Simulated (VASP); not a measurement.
# Au (Fm-3m) in VASP: further runs

The runs below take Au through single point, with PBEsol.

Program: VASP 6.6.1. These are calculated values, not measurements. Logs are shortened: lines on timing, memory, paths and dates and some standing lists are left out, and cuts for length are marked.

**1. The cell of the first run**

The structure is cubic, space group Fm-3m (No. 225). Conventional cell: a = 3.965 Å, b = 3.965 Å, c = 3.965 Å, α = 90.00°, β = 90.00°, γ = 90.00°. Within 3.7 Å of Au (site symmetry m-3m) lie 12 Au at 2.80 Å.

**2. Single point, PBEsol**

INCAR reads:

```
SYSTEM = Au
ALGO = Normal
EDIFF = 1E-6
ENCUT = 500
GGA = PS
GGA_COMPAT = .FALSE.
ISIF = 2
ISMEAR = 0
LASPH = .TRUE.
LCHARG = .FALSE.
LREAL = .FALSE.
LWAVE = .FALSE.
NBANDS = 12
NELM = 120
PREC = Accurate
SIGMA = 0.1
```

KPOINTS reads:

```
k-points
0
G
  10 10 10
  0 0 0
```

POSCAR reads:

```
Au
1.0
    0.0000000000      1.9825679717      1.9825679717
    1.9825679717      0.0000000000      1.9825679717
    1.9825679717      1.9825679717      0.0000000000
Au
1
Direct
    0.0000000000      0.0000000000      0.0000000000
```

Potentials or basis: VASP PAW PBE potentials, release 64 (Au).

Command:

```
$ cat potpaw_PBE.64/Au/POTCAR > POTCAR
$ mpirun -np 1 vasp_std > vasp.out
```

OUTCAR:

```text
SYSTEM = Au
   EDIFF = 1E-6
   ENCUT = 500
   GGA = PS
   ISIF = 2
   ISMEAR = 0
   LASPH = .TRUE.
   LREAL = .FALSE.
   NELM = 120
   PREC = Accurate

 ion  position               nearest neighbor table
   1  0.000  0.000  0.000-

  LATTYP: Found a face centered cubic cell.
 ALAT       =     3.9651359434

  Lattice vectors:

 A1 = (   0.0000000000,   1.9825679717,   1.9825679717)
 A2 = (   1.9825679717,   0.0000000000,   1.9825679717)
 A3 = (   1.9825679717,   1.9825679717,   0.0000000000)

Analysis of symmetry for initial positions (statically):
=====================================================================
 Subroutine PRICEL returns:
 Original cell was already a primitive cell.

 Routine SETGRP: Setting up the symmetry group for a
 face centered cubic supercell.

 Subroutine GETGRP returns: Found 48 space group operations
 (whereof 48 operations were pure point group operations)
 out of a pool of 48 trial point group operations.

The static configuration has the point symmetry O_h .

Analysis of symmetry for dynamics (positions and initial velocities):
=====================================================================
 Subroutine PRICEL returns:
 Original cell was already a primitive cell.

 Routine SETGRP: Setting up the symmetry group for a
 face centered cubic supercell.

 Subroutine GETGRP returns: Found 48 space group operations
 (whereof 48 operations were pure point group operations)
 out of a pool of 48 trial point group operations.

The dynamic configuration has the point symmetry O_h .

 Subroutine INISYM returns: Found 48 space group operations
 (whereof 48 operations are pure point group operations),
 and found     1 'primitive' translations

----------------------------------------------------------------------------------------

                                     Primitive cell

  volume of cell :      15.5853

  direct lattice vectors                    reciprocal lattice vectors
     0.000000000  1.982567972  1.982567972    -0.252198163  0.252198163  0.252198163
     1.982567972  0.000000000  1.982567972     0.252198163 -0.252198163  0.252198163
     1.982567972  1.982567972  0.000000000     0.252198163  0.252198163 -0.252198163

  length of vectors
     2.803774514  2.803774514  2.803774514     0.436820031  0.436820031  0.436820031

  position of ions in fractional coordinates (direct lattice)
     0.000000000  0.000000000  0.000000000

  ion indices of the primitive-cell ions
   primitive index   ion index
                 1           1

----------------------------------------------------------------------------------------

 KPOINTS: k-points

Automatic generation of k-mesh.
 Grid dimensions read from file:
 generate k-points for:   10   10   10

 Generating k-lattice:

  Cartesian coordinates                     Fractional coordinates (reciprocal lattice)
    -0.025219816  0.025219816  0.025219816     0.100000000  0.000000000  0.000000000
     0.025219816 -0.025219816  0.025219816     0.000000000  0.100000000  0.000000000
     0.025219816  0.025219816 -0.025219816     0.000000000  0.000000000  0.100000000

  Length of vectors
     0.043682003  0.043682003  0.043682003

  Shift w.r.t. Gamma in fractional coordinates (k-lattice)
     0.000000000  0.000000000  0.000000000

 Subroutine IBZKPT returns following result:
 ===========================================

 Found     47 irreducible k-points:

 Following reciprocal coordinates:
            Coordinates               Weight
  0.000000  0.000000  0.000000      1.000000
  0.100000  0.000000  0.000000      8.000000
  0.200000  0.000000  0.000000      8.000000
  0.300000  0.000000  0.000000      8.000000
  0.400000  0.000000  0.000000      8.000000
  0.500000  0.000000  0.000000      4.000000
[... 16 lines left out ...]
  0.300000  0.300000  0.000000      6.000000
  0.400000  0.300000  0.000000     24.000000
 [... further k-points ...]
   k-points           NKPTS =     47   k-points in BZ     NKDIM =     47   number of bands    NBANDS=     12
   number of dos      NEDOS =    301   number of ions     NIONS =      1
   total plane-waves  NPLWV =   8000
   dimension x,y,z NGX =    20 NGY =   20 NGZ =   20
   dimension x,y,z NGXF=    40 NGYF=   40 NGZF=   40
   ions per type =               1
   NGX,Y,Z   is equivalent  to a cutoff of  11.86, 11.86, 11.86 a.u.
   NGXF,Y,Z  is equivalent  to a cutoff of  23.72, 23.72, 23.72 a.u.
 SYSTEM =  Au
   PREC   = accura    normal or accurate (medium, high low for compatibility)
   ISTART =      0    job   : 0-new  1-cont  2-samecut
   ICHARG =      2    charge: 1-file 2-atom 10-const
   ISPIN  =      1    spin polarized calculation?
   LNONCOLLINEAR =      F non collinear calculations
   LSORBIT =      F    spin-orbit coupling
   LASPH  =      T    aspherical Exc in radial PAW
   ENCUT  =  500.0 eV  36.75 Ry    6.06 a.u.   5.11  5.11  5.11*2*pi/ulx,y,z
   NELM   =    120;   NELMIN=  2; NELMDL= -5     # of ELM steps
   EDIFF  = 0.1E-05   stopping-criterion for ELM
   LREAL  =      F    real-space projection
[... 7 lines left out ...]
   TEBEG  =    0.0;   TEEND  =   0.0 temperature during run
   PSTRESS=    0.0 pullay stress
   NELECT =      11.0000    total number of electrons
   NUPDOWN=      -1.0000    fix difference up-down
   EMIN   =  10.00;   EMAX   =-10.00  energy-range for DOS
   EFERMI =   0.00;   METHOD = LEGACY
   ISMEAR =     0;   SIGMA  =   0.10  broadening in eV -4-tet -1-fermi 0-gaus
   EFERMI_NEDOS =   21; number of points for ismear=-14 and -15
   IALGO  =     38    algorithm
   IMIX   =      4    mixing-type and parameters
     AMIX     =   0.40;   BMIX     =  1.00
     AMIX_MAG =   1.60;   BMIX_MAG =  1.00
  volume/ion in A,a.u.               =      15.59       105.17
  Fermi-wavevector in a.u.,A,eV,Ry     =   1.457586  2.754439 28.906368  2.124558
  Thomas-Fermi vector in A             =   2.574370
   LORBIT       =      0    0 simple, 1 ext, 2 COOP (PROOUT), +10 PAW based schemes
   GGA     = PS    functional components
   LHFCALC =     F    Hartree Fock is set to
   AEXX    =    0.0000 exact exchange contribution
   IVDW    =     0    specifies the selected vdW correction
   LEPSILON=     F    determine dielectric tensor
   LRPA    =     F    only Hartree local field effects (RPA)
 non-spin polarized calculation
 Gauss-broadening in eV      SIGMA  =   0.10
  energy-cutoff  :      500.00
  volume of cell :       15.59
 maximum number of plane-waves:       411
   NGX = 11   NGY = 11   NGZ = 11

 number of electron      11.0000003 magnetization

 Free energy of the ion-electron system (eV)
  ---------------------------------------------------
  ext. energy  EPLUGINS =         0.00000000
  ---------------------------------------------------
  free energy    TOTEN  =        -3.82081213 eV

  energy without entropy =       -3.81727506  energy(sigma->0) =       -3.81904359

 E-fermi :  10.8135     XC(G=0): -13.4200

 val. band max:       10.7765416989   @ k =   0.5000   0.1000   0.0000
 cond. band min:      11.0060193352   @ k =   0.5000   0.3000   0.1000
 fundamental gap:      0.2294776364
 Fermi energy:        10.8134926210

 k-point     1 :       0.0000    0.0000    0.0000
  band No.  band energies     occupation
      1      -0.0652      2.00000
      2       5.6502      2.00000
      3       5.6502      2.00000
      4       5.6502      2.00000
      5       7.4406      2.00000
      6       7.4406      2.00000
      7      25.1808      0.00000
      8      29.6981      0.00000
      9      29.6981      0.00000
     10      29.6981      0.00000
     11      34.8646      0.00000
     12      40.6162      0.00000

 k-point     2 :       0.1000    0.0000    0.0000
  band No.  band energies     occupation
      1       0.3090      2.00000
      2       5.5210      2.00000
      3       5.7802      2.00000
      4       5.7802      2.00000
      5       7.3832      2.00000
      6       7.3832      2.00000
      7      25.6555      0.00000
      8      27.8123      0.00000
      9      30.2006      0.00000
     10      30.2006      0.00000
     11      35.9613      0.00000
     12      38.2715      0.00000

 k-point     3 :       0.2000    0.0000    0.0000
  band No.  band energies     occupation
      1       1.3026      2.00000
      2       5.3476      2.00000
      3       5.9789      2.00000
      4       5.9789      2.00000
      5       7.4244      2.00000
      6       7.4244      2.00000
      7      24.4187      0.00000
      8      26.5733      0.00000
      9      31.4394      0.00000
     10      31.4394      0.00000
     11      33.4820      0.00000
     12      35.6592      0.00000

 k-point     4 :       0.3000    0.0000    0.0000
  band No.  band energies     occupation
      1       2.3156      2.00000
      2       5.8693      2.00000
      3       5.8939      2.00000
      4       5.8939      2.00000
      5       7.9173      2.00000
      6       7.9173      2.00000
      7      20.5939      0.00000
      8      26.0347      0.00000
      9      31.2837      0.00000
     10      31.2837      0.00000
     11      33.9835      0.00000
     12      34.7046      0.00000

 k-point     5 :       0.4000    0.0000    0.0000
  band No.  band energies     occupation
      1       2.6294      2.00000
      2       5.6913      2.00000
      3       5.6913      2.00000
      4       7.7530      2.00000
      5       8.5590      2.00000
      6       8.5590      2.00000
      7      16.6879      0.00000
      8      25.0303      0.00000
      9      29.3827      0.00000
     10      29.3827      0.00000
     11      36.3143      0.00000
     12      36.3143      0.00000

 k-point     6 :       0.5000    0.0000    0.0000
  band No.  band energies     occupation
      1       2.6402      2.00000
      2       5.6029      2.00000
      3       5.6029      2.00000
      4       8.8468      2.00000
      5       8.8468      2.00000
      6       9.3896      2.00000
      7      14.4158      0.00000
      8      24.6457      0.00000
      9      28.5945      0.00000
     10      28.5945      0.00000
     11      37.1436      0.00000
     12      37.1436      0.00000

 k-point     7 :       0.1000    0.1000    0.0000
  band No.  band energies     occupation
      1       0.4356      2.00000
      2       5.3718      2.00000
      3       5.8906      2.00000
      4       5.8906      2.00000
      5       7.1410      2.00000
      6       7.5594      2.00000
      7      25.8592      0.00000
      8      28.4833      0.00000
      9      29.5084      0.00000
     10      29.5084      0.00000
     11      37.5375      0.00000
     12      37.5833      0.00000

 k-point     8 :       0.2000    0.1000    0.0000
  band No.  band energies     occupation
      1       1.2405      2.00000
      2       5.1021      2.00000
      3       6.1104      2.00000
      4       6.1522      2.00000
      5       6.9902      2.00000
      6       7.7000      2.00000
      7      25.8007      0.00000
      8      26.8154      0.00000
      9      29.3810      0.00000
     10      30.5171      0.00000
     11      34.1300      0.00000
     12      36.0693      0.00000
[... 166 lines left out ...]
 k-point    20 :      -0.4000    0.2000    0.0000
  band No.  band energies     occupation
      1       3.6199      2.00000
      2       5.0330      2.00000
      3       6.2755      2.00000
      4       6.4262      2.00000
      5       8.4843      2.00000
      6      12.5136      0.00000
      7      15.1711      0.00000
      8      23.1611      0.00000
      9      27.0503      0.00000
     10      27.5042      0.00000
     11      36.1992      0.00000
     12      37.2016      0.00000

 k-point    21 :      -0.3000    0.2000    0.0000
  band No.  band energies     occupation
      1       3.7228      2.00000
      2       5.2070      2.00000
      3       5.5994      2.00000
      4       6.4776      2.00000
      5       7.6623      2.00000
      6      10.6441      1.98343
      7      18.6910      0.00000
      8      22.9691      0.00000
      9      27.3059      0.00000
     10      30.0547      0.00000
     11      33.3629      0.00000
     12      37.3695      0.00000

 k-point    22 :      -0.2000    0.2000    0.0000
  band No.  band energies     occupation
      1       3.1277      2.00000
      2       4.8950      2.00000
      3       5.7375      2.00000
      4       6.6712      2.00000
      5       6.8482      2.00000
      6       9.2573      2.00000
      7      21.9002      0.00000
      8      24.1675      0.00000
      9      28.3253      0.00000
     10      30.9099      0.00000
     11      32.9587      0.00000
     12      37.6768      0.00000

 k-point    23 :       0.3000    0.3000    0.0000
  band No.  band energies     occupation
      1       3.0418      2.00000
      2       3.9740      2.00000
      3       6.8077      2.00000
      4       7.6252      2.00000
      5       7.6252      2.00000
      6       8.3000      2.00000
      7      24.7652      0.00000
      8      24.7652      0.00000
      9      25.6728      0.00000
     10      28.0709      0.00000
     11      29.7026      0.00000
     12      38.5579      0.00000

 k-point    24 :       0.4000    0.3000    0.0000
  band No.  band energies     occupation
      1       3.3096      2.00000
      2       3.8171      2.00000
      3       6.8553      2.00000
      4       7.7591      2.00000
      5       8.7616      2.00000
      6       9.3084      2.00000
      7      21.1653      0.00000
      8      23.6693      0.00000
      9      23.6854      0.00000
     10      29.0316      0.00000
     11      31.2731      0.00000
     12      38.7005      0.00000

 [... further k-points ...]
[... 5 lines left out ...]
  --------------------------------------------------------------------------------------
  -------------------------------------------------------------------------------------
  Total        1.9133953      1.9133953      1.9133953      0.0000000      0.0000000      0.0000000
  in kB      196.6984888    196.6984888    196.6984888      0.0000000      0.0000000      0.0000000
  external PRESSURE =     196.6984888 kB  Pullay stress =       0.0000000 kB

 VOLUME and BASIS-vectors are now :
 -----------------------------------------------------------------------------
  energy-cutoff  :      500.00
  volume of cell :       15.59
      direct lattice vectors                 reciprocal lattice vectors
     0.000000000  1.982567972  1.982567972    -0.252198163  0.252198163  0.252198163
     1.982567972  0.000000000  1.982567972     0.252198163 -0.252198163  0.252198163
     1.982567972  1.982567972  0.000000000     0.252198163  0.252198163 -0.252198163

 POSITION                                       TOTAL-FORCE (eV/Angst)
 -----------------------------------------------------------------------------------
      0.00000      0.00000      0.00000        -0.000000      0.000000     -0.000000
 -----------------------------------------------------------------------------------
    total drift:                                0.000000     -0.000000     -0.000000

  FREE ENERGIE OF THE ION-ELECTRON SYSTEM (eV)
  ---------------------------------------------------
  free  energy   TOTEN  =        -3.8208121286 eV

  energy  without entropy=       -3.8172750589  energy(sigma->0) =       -3.81904359
```

Wall time 15 s (1 thread of Intel Xeon 8259CL, shared host); peak memory 0.13 GiB.

Results:

```
Free energy : -3.8208 eV
Pressure    : 19.7 GPa
```

Caveat: the PAW data sets were made with another functional, which shifts forces and pressure a little; spin-orbit coupling is left out, which moves the levels of the heavy elements.

**3. Single point, PBEsol**

This run uses another cell than the first one, of 17.06 Å³/atom, 1.095 times its volume.

INCAR reads:

```
SYSTEM = Au
  PREC = Accurate
  ENCUT = 500
  EDIFF = 1E-6
  ISMEAR = 0
  SIGMA = 0.1
  LREAL = .FALSE.
  LASPH = .TRUE.
  NELM = 120
  ALGO = Normal
  ISIF = 2
  LWAVE = .FALSE.
  LCHARG = .TRUE.
  GGA = PS
  LELF = .TRUE.
  LVHAR = .TRUE.
  NBANDS = 12
  GGA_COMPAT = .FALSE.
```

KPOINTS reads:

```
regular mesh
0
G
  10 10 10
  0 0 0
```

POSCAR reads:

```
Au
1.0
    0.0000000000      2.0433620254      2.0433620254
    2.0433620254      0.0000000000      2.0433620254
    2.0433620254      2.0433620254      0.0000000000
Au
1
Direct
    0.0000000000      0.0000000000      0.0000000000
```

Potentials or basis: VASP PAW PBE potentials, release 64 (Au).

Command:

```
$ cat potpaw_PBE.64/Au/POTCAR > POTCAR
$ mpirun -np 1 vasp_std > vasp.out
```

Run time: 15 s. Hardware: 1 thread of Intel Xeon 8259CL, shared host; peak memory 0.14 GiB.

It converged, with:

```yaml
Free_energy: -3.9028 eV
Pressure: -0.3 GPa
```

Levels at points of the mesh, in eV from the Fermi level:
```csv
k point,band 2,band 3,band 4,band 5,band 6,band 7,band 8,band 9,band 10,band 11
"(0.00, 0.00, 0.00)",-4.64,-4.64,-4.64,-3.11,-3.11,14.53,18.52,18.52,18.52,23.38
"(0.50, 0.00, 0.00)",-4.68,-4.68,-1.91,-1.91,-0.99,3.08,13.97,17.11,17.11,24.89
"(0.50, 0.50, 0.00)",-6.71,-1.95,-1.59,-1.59,0.99,5.76,9.98,9.98,17.18,19.80
```

Caveat: the PAW data sets were made with another functional, which shifts forces and pressure a little; spin-orbit coupling is left out, which moves the levels of the heavy elements.
